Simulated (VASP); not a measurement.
# Al96SiN95 (a cell with a defect) in VASP: notebook

The runs below take Al96SiN95 (a cell with a defect) through single point, with PBE.

Program: VASP 6.6.1. These are calculated values, not measurements. Logs are shortened: lines on timing, memory, paths and dates and some standing lists are left out, and cuts for length are marked.

## Step 1: The cell of the first run

The cell holds a defect, 192 atoms: a = 12.519 Å, b = 12.519 Å, c = 15.052 Å, α = 90.00°, β = 90.00°, γ = 120.00°.

## Step 2: Single point, PBE

The input, INCAR:

```
SYSTEM = Al96SiN95
PREC = Accurate ; ENCUT = 520
EDIFF = 1E-6 ; ISMEAR = 0
SIGMA = 0.01 ; LREAL = Auto
LASPH = .True. ; NELM = 60
ALGO = Normal ; ISIF = 2
LWAVE = .False. ; LCHARG = .False.
GGA = PE ; NELECT = 768.0
NBANDS = 486 ; LUSENCCL = .False.
```

The input, KPOINTS:

```
Automatic mesh
0
Gamma
  1 1 1
  0 0 0
```

The input, POSCAR:

```
Al96SiN95
1.0
   12.5190278665      0.0000001148      0.0000000000
   -6.2595140327     10.8417961056      0.0000000000
    0.0000000000      0.0000000000     15.0522097600
Al N Si
96 95 1
Direct
    0.1662920720      0.0835066361      0.1660595236
    0.0832498508      0.1682004579      0.3332611004
    0.1674455882      0.0858117934      0.4998289879
    0.0803006587      0.1634653416      0.6693670392
    0.1652776770      0.0814782063      0.8336870768
    0.0823450386      0.1656367051      0.9976919438
[... 184 lines left out ...]
    0.8329092773      0.9161788164      0.7943250325
    0.3327077478      0.4163599295      0.4600441115
```

Potentials or basis: VASP PAW PBE potentials, release 64 (Al, N, Si).

Run with:

```sh
$ cat potpaw_PBE.64/Al/POTCAR potpaw_PBE.64/N/POTCAR potpaw_PBE.64/Si/POTCAR > POTCAR
$ mpirun -np 1 vasp_gam > vasp.out
```

OUTCAR:

```text
SYSTEM = Al96SiN95
   PREC = Accurate
   ENCUT = 520
   EDIFF = 1E-6
   ISMEAR = 0
   LREAL = Auto
   LASPH = .True.
   NELM = 60
   ISIF = 2
   GGA = PE
   NELECT = 768.0

 ion  position               nearest neighbor table
   1  0.166  0.084  0.166- 122 1.90  98 1.90 116 1.91  97 1.92  24 3.08  20 3.10  26 3.11   2 3.11
                             6 3.11  30 3.11  31 3.13   7 3.13  73 3.13  25 3.13  91 3.13  19 3.13
   2  0.083  0.168  0.333- 103 1.90  97 1.91 168 1.91 100 1.92   3 3.09   8 3.09  73 3.10   1 3.11
                             9 3.11  74 3.12  75 3.13  32 3.13  26 3.14  20 3.14   7 3.14  92 3.14
   3  0.167  0.086  0.500- 100 1.91 124 1.91 118 1.92  99 1.93   2 3.09  26 3.09  20 3.10  22 3.10
                            28 3.12   4 3.12   9 3.12  33 3.12  93 3.16  21 3.16  75 3.16  27 3.16
   4  0.080  0.163  0.669- 105 1.87 170 1.90 102 1.90  99 1.90   9 2.98  11 3.05  77 3.05   5 3.07
                            94 3.10  22 3.11   3 3.12  76 3.12  75 3.13  28 3.15  34 3.17  10 3.17
   5  0.165  0.081  0.834- 102 1.89 126 1.89 120 1.90 101 1.90  30 3.06   6 3.06  28 3.07   4 3.07
                            24 3.09  22 3.10  95 3.12  23 3.12  77 3.14  29 3.14  11 3.14  35 3.14
   6  0.082  0.166  0.998- 101 1.90 172 1.90  98 1.90 107 1.91   7 3.04  77 3.06   5 3.06  11 3.11
                             1 3.11  73 3.11  96 3.12  24 3.13  30 3.13  78 3.13  36 3.14  12 3.14
   7  0.162  0.331  0.161- 103 1.87 104 1.89  98 1.89 128 1.92  32 2.92   6 3.04  12 3.04  36 3.07
                            79 3.10  73 3.10  13 3.13   1 3.13   2 3.14   8 3.14  37 3.20  31 3.20
   8  0.083  0.415  0.333- 103 1.90 109 1.91 174 1.91 106 1.92  15 3.09   2 3.09  79 3.10  13 3.11
                             9 3.11  74 3.12  81 3.13  32 3.13  38 3.14  14 3.14   7 3.14  80 3.14
   9  0.141  0.320  0.508- 106 1.90 100 1.90 105 1.92 192 2.20  75 2.95  81 2.95   4 2.98  10 2.98
                            34 3.04   2 3.11   8 3.11  15 3.12   3 3.12
  10  0.080  0.417  0.669- 105 1.87 176 1.90 108 1.90 111 1.90   9 2.98  11 3.05  83 3.05  17 3.07
                            82 3.10  16 3.11  15 3.12  76 3.12  81 3.13  40 3.15  34 3.17   4 3.17
  11  0.167  0.334  0.830- 131 1.90 102 1.91 108 1.91 107 1.93  10 3.05   4 3.05  36 3.09  12 3.11
                             6 3.11  41 3.11  35 3.11   5 3.14  17 3.14  77 3.15  83 3.15  34 3.19
  12  0.082  0.417  0.998- 113 1.90 178 1.90 104 1.90 107 1.91   7 3.04  83 3.06  17 3.06  11 3.11
                            13 3.11  79 3.11  84 3.12  18 3.13  42 3.13  78 3.13  36 3.14   6 3.14
  13  0.166  0.583  0.166- 104 1.90 133 1.90 110 1.91 109 1.92  18 3.08  14 3.10   8 3.11  38 3.11
                            42 3.11  12 3.11   7 3.13  37 3.13  43 3.13  79 3.13  19 3.13  85 3.13
  14  0.083  0.666  0.334- 109 1.91 115 1.91 180 1.91 112 1.91  87 3.08  21 3.08  19 3.09  85 3.09
                            15 3.10  13 3.10  80 3.13  44 3.13   8 3.14  38 3.14  86 3.15  20 3.15
  15  0.167  0.582  0.500- 106 1.91 135 1.91 112 1.92 111 1.93   8 3.09  38 3.09  14 3.10  16 3.10
                            10 3.12  40 3.12   9 3.12  39 3.12  87 3.16  21 3.16  81 3.16  45 3.16
  16  0.083  0.666  0.666- 117 1.90 182 1.90 111 1.90 114 1.92  21 3.09  87 3.09  17 3.10  89 3.10
                            23 3.10  15 3.10  10 3.11  40 3.11  46 3.13  82 3.13  88 3.13  22 3.13
  17  0.165  0.584  0.834- 108 1.89 137 1.89 114 1.90 113 1.90  12 3.06  42 3.06  10 3.07  40 3.07
                            18 3.09  16 3.10  23 3.12  89 3.12  47 3.14  83 3.14  11 3.14  41 3.14
  18  0.083  0.667  0.000- 113 1.90 184 1.90 119 1.90 110 1.91  13 3.08  17 3.09  19 3.09  85 3.09
                            23 3.10  89 3.10  90 3.12  24 3.12  42 3.13  12 3.13  84 3.13  48 3.13
  19  0.166  0.833  0.167- 110 1.90 116 1.90 139 1.90 115 1.91  44 3.08  18 3.09  24 3.09  14 3.09
                            20 3.09  48 3.09  91 3.13  85 3.13  43 3.13  25 3.13  13 3.13   1 3.13
  20  0.083  0.917  0.334-  97 1.91 115 1.91 186 1.91 118 1.91  93 3.08  21 3.08  91 3.09  19 3.09
                             3 3.10   1 3.10  92 3.13  44 3.13  26 3.14   2 3.14  14 3.15  86 3.15
  21  0.166  0.833  0.499- 141 1.90 118 1.90 112 1.90 117 1.92  14 3.08  20 3.08  16 3.09  22 3.09
                            44 3.09  46 3.10  45 3.11  27 3.11  87 3.13  93 3.13   3 3.16  15 3.16
  22  0.083  0.916  0.666- 188 1.90 117 1.90  99 1.90 120 1.92  93 3.09  21 3.09   5 3.10  23 3.10
                            95 3.10   3 3.10  28 3.11   4 3.11  94 3.13  46 3.13  88 3.13  16 3.13
  23  0.166  0.833  0.833- 120 1.90 114 1.90 143 1.90 119 1.92  46 3.08  18 3.10  24 3.10  48 3.10
                            22 3.10  16 3.10  17 3.12   5 3.12  89 3.12  95 3.12  29 3.13  47 3.13
  24  0.083  0.916  0.000- 101 1.90 190 1.90 119 1.90 116 1.91   1 3.08   5 3.09  91 3.09  19 3.09
                            95 3.10  23 3.10  90 3.12  18 3.12   6 3.13  30 3.13  96 3.13  48 3.13
  25  0.416  0.083  0.166- 139 1.90 122 1.90 145 1.90 121 1.91  48 3.08  54 3.09  44 3.09  50 3.09
                            31 3.10  26 3.10  30 3.11   1 3.13  19 3.13  43 3.13  49 3.13  55 3.13
  26  0.334  0.168  0.333- 127 1.90  97 1.91 121 1.91 124 1.92   3 3.09  56 3.09  25 3.10   1 3.11
                            33 3.11  50 3.12  27 3.13  32 3.13   2 3.14  20 3.14  31 3.14  44 3.14
  27  0.417  0.079  0.500- 124 1.85 141 1.87 147 1.90 123 1.92  33 2.95  45 3.03  46 3.07  44 3.08
                            52 3.09  50 3.10  51 3.10  21 3.11  26 3.13  28 3.13   3 3.16  57 3.17
  28  0.332  0.163  0.669- 129 1.87 123 1.90 126 1.90  99 1.90  33 2.98  35 3.05  29 3.05   5 3.07
                            46 3.10  22 3.11   3 3.12  52 3.12  27 3.13   4 3.15  34 3.17  58 3.17
  29  0.416  0.083  0.834- 126 1.89 143 1.90 149 1.90 125 1.91  28 3.05  30 3.06  48 3.09  54 3.09
[... 228 lines left out ...]
 190  0.916  0.833  0.961-  90 1.90  24 1.90  96 1.90  95 1.92
 191  0.833  0.916  0.794-  71 1.90  77 1.90  95 1.90  94 1.91
 192  0.333  0.416  0.460-   9 2.20  33 2.20  39 2.20  32 2.24  34 2.94

  LATTYP: Found a hexagonal cell.
 ALAT       =    12.5190278665
 C/A-ratio  =     1.2023465337

  Lattice vectors:

 A1 = (  12.5190278665,   0.0000001148,   0.0000000000)
 A2 = (  -6.2595140327,  10.8417961056,   0.0000000000)
 A3 = (   0.0000000000,   0.0000000000,  15.0522097600)

Analysis of symmetry for initial positions (statically):
=====================================================================
 Subroutine PRICEL returns:
 Original cell was already a primitive cell.

 Routine SETGRP: Setting up the symmetry group for a
 hexagonal supercell.

 Subroutine GETGRP returns: Found  1 space group operations
 (whereof  1 operations were pure point group operations)
 out of a pool of 24 trial point group operations.

The static configuration has the point symmetry C_1 .

Analysis of symmetry for dynamics (positions and initial velocities):
=====================================================================
 Subroutine PRICEL returns:
 Original cell was already a primitive cell.

 Routine SETGRP: Setting up the symmetry group for a
 hexagonal supercell.

 Subroutine GETGRP returns: Found  1 space group operations
 (whereof  1 operations were pure point group operations)
 out of a pool of 24 trial point group operations.

The dynamic configuration has the point symmetry C_1 .

 Subroutine INISYM returns: Found  1 space group operations
 (whereof  1 operations are pure point group operations),
 and found     1 'primitive' translations

----------------------------------------------------------------------------------------

                                     Primitive cell

  volume of cell :    2043.0176

  direct lattice vectors                    reciprocal lattice vectors
    12.519027867  0.000000115  0.000000000     0.079878406  0.046117820 -0.000000000
    -6.259514033 10.841796106  0.000000000    -0.000000001  0.092235639  0.000000000
     0.000000000  0.000000000 15.052209760     0.000000000 -0.000000000  0.066435428

  length of vectors
    12.519027867 12.519027866 15.052209760     0.092235639  0.092235639  0.066435428

  position of ions in fractional coordinates (direct lattice)
     0.166292072  0.083506636  0.166059524
     0.083249851  0.168200458  0.333261100
     0.167445588  0.085811793  0.499828988
     0.080300659  0.163465342  0.669367039
     0.165277677  0.081478206  0.833687077
     0.082345039  0.165636705  0.997691944
[... 55 lines left out ...]
     0.580893022  0.665844266  0.333258348
     0.663277615  0.581643814  0.499829209
   k-points           NKPTS =      1   k-points in BZ     NKDIM =      1   number of bands    NBANDS=    486
   number of dos      NEDOS =    301   number of ions     NIONS =    192
   total plane-waves  NPLWV = ******
   dimension x,y,z NGX =    96 NGY =   96 NGZ =  112
   dimension x,y,z NGXF=   192 NGYF=  192 NGZF=  224
   ions per type =              96  95   1
   NGX,Y,Z   is equivalent  to a cutoff of  12.75, 12.75, 12.37 a.u.
   NGXF,Y,Z  is equivalent  to a cutoff of  25.50, 25.50, 24.74 a.u.
 SYSTEM =  Al96SiN95
   PREC   = accura    normal or accurate (medium, high low for compatibility)
   ISTART =      0    job   : 0-new  1-cont  2-samecut
   ICHARG =      2    charge: 1-file 2-atom 10-const
   ISPIN  =      1    spin polarized calculation?
   LNONCOLLINEAR =      F non collinear calculations
   LSORBIT =      F    spin-orbit coupling
   LASPH  =      T    aspherical Exc in radial PAW
   ENCUT  =  520.0 eV  38.22 Ry    6.18 a.u.  23.28 23.28 27.99*2*pi/ulx,y,z
   NELM   =     60;   NELMIN=  2; NELMDL= -5     # of ELM steps
   EDIFF  = 0.1E-05   stopping-criterion for ELM
   LREAL  =      T    real-space projection
   EDIFFG = 0.1E-04   stopping-criterion for IOM
   NSW    =      0    number of steps for IOM
   IBRION =     -1    ionic relax: 0-MD 1-quasi-New 2-CG
   NFREE  =      0    steps in history (QN), initial steepest desc. (CG)
   ISIF   =      2    stress and relaxation
   ISYM   =      2    0-nonsym 1-usesym 2-fastsym
   POTIM  = 0.5000    time-step for ionic-motion
   TEBEG  =    0.0;   TEEND  =   0.0 temperature during run
   PSTRESS=    0.0 pullay stress
   NELECT =     768.0000    total number of electrons
   NUPDOWN=      -1.0000    fix difference up-down
   EMIN   =  10.00;   EMAX   =-10.00  energy-range for DOS
   EFERMI =   0.00;   METHOD = LEGACY
   ISMEAR =     0;   SIGMA  =   0.01  broadening in eV -4-tet -1-fermi 0-gaus
   EFERMI_NEDOS =   21; number of points for ismear=-14 and -15
   IALGO  =     38    algorithm
   IMIX   =      4    mixing-type and parameters
     AMIX     =   0.40;   BMIX     =  1.00
     AMIX_MAG =   1.60;   BMIX_MAG =  1.00
  volume/ion in A,a.u.               =      10.64        71.81
  Fermi-wavevector in a.u.,A,eV,Ry     =   1.181511  2.232733 18.993310  1.395969
  Thomas-Fermi vector in A             =   2.317783
   LORBIT       =      0    0 simple, 1 ext, 2 COOP (PROOUT), +10 PAW based schemes
   GGA     = PE    functional components
   LHFCALC =     F    Hartree Fock is set to
   AEXX    =    0.0000 exact exchange contribution
   IVDW    =     0    specifies the selected vdW correction
   LEPSILON=     F    determine dielectric tensor
   LRPA    =     F    only Hartree local field effects (RPA)
 non-spin polarized calculation
 Gauss-broadening in eV      SIGMA  =   0.01
  energy-cutoff  :      520.00
  volume of cell :     2043.02
 maximum number of plane-waves:     27553
 NGX is ok and might be reduce to    96
   NGX = 47   NGY = 47   NGZ = 55

 number of electron     767.9999965 magnetization

 Free energy of the ion-electron system (eV)
  ---------------------------------------------------
  ext. energy  EPLUGINS =         0.00000000
  ---------------------------------------------------
  free energy    TOTEN  =     -1408.54922112 eV

  energy without entropy =    -1408.54922112  energy(sigma->0) =    -1408.54922112

 E-fermi :   8.0484     XC(G=0): -10.8480

 val. band max:        7.9991843000   @ k =   0.0000   0.0000   0.0000
 cond. band min:      10.0692847428   @ k =   0.0000   0.0000   0.0000
 fundamental gap:      2.0701004428
 Fermi energy:         8.0483809604

 k-point     1 :       0.0000    0.0000    0.0000
  band No.  band energies     occupation
      1      -9.0962      2.00000
      2      -8.6985      2.00000
      3      -8.6598      2.00000
      4      -8.3938      2.00000
      5      -8.3938      2.00000
      6      -8.3880      2.00000
[... 388 lines left out ...]
    395      11.5431      0.00000
    396      11.6186      0.00000
 [bands above 396 left out]

------------------------ aborting loop because EDIFF is reached ----------------------------------------

  FORCE on cell =-STRESS in cart. coord.  units (eV):
  Direction    XX          YY          ZZ          XY          YZ          ZX
  --------------------------------------------------------------------------------------
  -------------------------------------------------------------------------------------
  Total       34.0382410     34.0499092     25.9265288     -0.0123326      0.0030177      0.0052750
  in kB       26.6935040     26.7026544     20.3321287     -0.0096715      0.0023665      0.0041368
  external PRESSURE =      24.5760957 kB  Pullay stress =       0.0000000 kB

 VOLUME and BASIS-vectors are now :
 -----------------------------------------------------------------------------
  energy-cutoff  :      520.00
  volume of cell :     2043.02
      direct lattice vectors                 reciprocal lattice vectors
    12.519027867  0.000000115  0.000000000     0.079878406  0.046117820 -0.000000000
    -6.259514033 10.841796106  0.000000000    -0.000000001  0.092235639  0.000000000
     0.000000000  0.000000000 15.052209760     0.000000000 -0.000000000  0.066435428

 POSITION                                       TOTAL-FORCE (eV/Angst)
 -----------------------------------------------------------------------------------
      1.55910      0.90536      2.49956        -0.001516      0.000260      0.006405
     -0.01065      1.82360      5.01632        -0.000138      0.002282     -0.000169
      1.55912      0.93035      7.52353         0.001112      0.001848     -0.001886
     -0.01793      1.77226     10.07545         0.000469     -0.004507     -0.001631
      1.55910      0.88337     12.54883        -0.000502     -0.001415     -0.002797
     -0.00593      1.79580     15.01747         0.001128     -0.000099      0.002614
[... 184 lines left out ...]
      4.69238      9.93302     11.95635        -0.000531      0.000794     -0.001653
      1.55897      4.51409      6.92468         0.001651      0.001055      0.004001
 -----------------------------------------------------------------------------------
    total drift:                               -0.056183     -0.031503      0.006741

  FREE ENERGIE OF THE ION-ELECTRON SYSTEM (eV)
  ---------------------------------------------------
  free  energy   TOTEN  =     -1408.5492211170 eV

  energy  without entropy=    -1408.5492211170  energy(sigma->0) =    -1408.54922112
```

It took 3.6 min on 1 × NVIDIA H100 80GB with 1 thread of AMD EPYC 7R13 (Zen 3), shared host; peak memory 2.2 GiB.

Results:

| Property | Result |
| --- | --- |
| Free energy | -1408.5492 eV |
| Largest force | 0.009 eV/Å |

Levels at points of the mesh, in eV from the Fermi level:
```
           k point  band 382  band 383  band 384  band 385  band 386  band 387
(0.00, 0.00, 0.00)     -0.27     -0.05     -0.05      2.02      2.73      2.83
```

Caveat: the k points lie up to 0.58 Å⁻¹ apart; the cell carries a net charge on a neutralising background, which shifts energy and pressure; the cell is charged against a uniform background, so pressure and absolute levels hang on convention.

(Continued in part 2 of 3.)
